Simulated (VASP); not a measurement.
## HfSi53 (a cell with a defect): single point with PBE

HfSi53 (a cell with a defect):

```
Hf Si
1.0
     0.00000    8.14068    8.14068
     8.14068    0.00000    8.14068
     8.14068    8.14068    0.00000
Hf Si
1 53
Direct
  0.24993 0.25023 0.24940
  0.25149 0.25134 0.58411
  0.25157 0.25141 0.91300
  0.25137 0.58356 0.25133
  0.24999 0.58327 0.58319
  0.25131 0.58421 0.91284
  0.25139 0.91268 0.25136
  0.25123 0.91327 0.58391
  0.24965 0.91663 0.91682
  0.58426 0.25152 0.25129
  0.58341 0.25010 0.58317
  0.58420 0.25165 0.91276
  0.58322 0.58340 0.24987
  0.58318 0.58358 0.58310
  0.58366 0.58373 0.91614
  0.58355 0.91361 0.25123
  0.58361 0.91642 0.58357
  0.58366 0.91638 0.91615
  0.91330 0.25153 0.25135
  0.91320 0.25160 0.58385
  0.91688 0.24975 0.91677
  0.91250 0.58459 0.25127
  0.91625 0.58372 0.58357
  0.91626 0.58381 0.91615
  0.91668 0.91680 0.24969
  0.91632 0.91636 0.58357
  0.91660 0.91699 0.91668
  0.15857 0.15790 0.15829
  0.15863 0.15869 0.52425
  0.16741 0.16719 0.83273
  0.15775 0.52505 0.15816
  0.16570 0.50023 0.50029
  0.16570 0.50036 0.83338
  0.16722 0.83226 0.16734
  0.16575 0.83345 0.50028
  0.16716 0.83283 0.83256
  0.52474 0.15896 0.15810
  0.50041 0.16585 0.50023
  0.50052 0.16582 0.83335
  0.50032 0.50040 0.16558
  0.49996 0.50008 0.49984
  0.50026 0.50058 0.83327
  0.50027 0.83359 0.16558
  0.50015 0.83381 0.50019
  0.49969 0.83345 0.83331
  0.83288 0.16734 0.16730
  0.83362 0.16581 0.50029
  0.83282 0.16753 0.83249
  0.83341 0.50050 0.16558
  0.83337 0.50055 0.50019
  0.83342 0.49979 0.83330
  0.83223 0.83317 0.16721
  0.83334 0.83346 0.49970
  0.83338 0.83356 0.83328
```

```json
{"Program": "VASP 6.6.1", "Task": "single point", "Functional": "PBE", "Potentials or basis": "VASP PAW PBE potentials, release 64 (Hf_pv, Si)", "Cutoff": "520 eV", "k mesh": "1 × 1 × 1", "Occupations": "gaussian, width 0.05 eV", "Spin": "collinear spin, zero start"}
```

```json
{
 "Pressure": "4.8 GPa",
 "Largest force": "0.019 eV/Å",
 "Band gap on the k mesh": "0.59 eV",
 "Net moment": "0.00 μB per cell",
 "Valence electrons inside the program's atomic spheres": "Hf 8.34; Si 1.71, 1.70, 1.76"
}
```

Forces on the atoms (eV/Å):
```
Hf   0.002  0.000 -0.001
Si  -0.003 -0.004 -0.009
Si   0.000  0.000 -0.011
Si   0.005 -0.012 -0.001
Si   0.007 -0.006 -0.007
Si   0.010  0.000 -0.004
Si   0.002 -0.006  0.002
Si   0.009 -0.001  0.005
Si   0.005 -0.008 -0.002
Si  -0.007 -0.001 -0.002
Si  -0.007  0.007 -0.007
Si   0.004  0.009 -0.002
Si  -0.006 -0.005  0.007
Si   0.006  0.009  0.007
Si   0.000  0.002 -0.009
Si   0.003  0.003  0.011
Si  -0.001 -0.010 -0.001
Si   0.011  0.001 -0.001
Si  -0.011  0.001 -0.002
Si  -0.003  0.010  0.004
Si  -0.007  0.001 -0.006
Si  -0.003  0.004  0.006
Si  -0.010  0.001  0.001
Si   0.000  0.012  0.000
Si  -0.006 -0.005  0.005
Si   0.000 -0.001  0.009
Si   0.002  0.007  0.006
Si   0.004 -0.006  0.002
Si  -0.001 -0.002 -0.006
Si   0.000  0.000  0.015
Si  -0.003  0.007  0.008
Si  -0.005  0.005  0.009
Si  -0.006  0.005  0.007
Si   0.000  0.015  0.001
Si  -0.004  0.004  0.005
Si  -0.014  0.000  0.000
Si  -0.005  0.000 -0.002
Si   0.007 -0.004  0.006
Si   0.006 -0.007  0.004
Si   0.005  0.004 -0.006
Si   0.001  0.001  0.000
Si  -0.006 -0.003 -0.006
Si   0.005  0.006 -0.004
Si  -0.009 -0.006 -0.007
Si  -0.009  0.011  0.012
Si   0.015  0.000  0.000
Si   0.005 -0.008  0.007
Si   0.000 -0.014 -0.001
Si   0.005  0.004 -0.006
Si  -0.004 -0.006 -0.008
Si   0.011 -0.011  0.009
Si   0.000 -0.002 -0.016
Si   0.011  0.011 -0.010
Si  -0.011 -0.009 -0.012
```

Levels at points of the mesh, in eV from the valence-band top:
Spin up:
| k point | band 107 | band 108 | band 109 | band 110 | band 111 | band 112 | band 113 | band 114 | band 115 | band 116 |
| --- | --- | --- | --- | --- | --- | --- | --- | --- | --- | --- |
| (0.00, 0.00, 0.00) | -0.53 | -0.53 | 0.00 | 0.00 | 0.00 | 0.59 | 0.59 | 0.83 | 0.94 | 0.94 |
Spin down:
```csv
k point,band 107,band 108,band 109,band 110,band 111,band 112,band 113,band 114,band 115,band 116
"(0.00, 0.00, 0.00)",-0.53,-0.53,0.00,0.00,0.00,0.59,0.59,0.83,0.94,0.94
```

Wall time 22 min on 1 thread of Oxide Virtual Turin-like Processor, with other jobs on the host, peak memory 1.7 GiB.

Caveat: the k points lie up to 0.67 Å⁻¹ apart; spin-orbit coupling is left out, which moves the levels of the heavy elements.
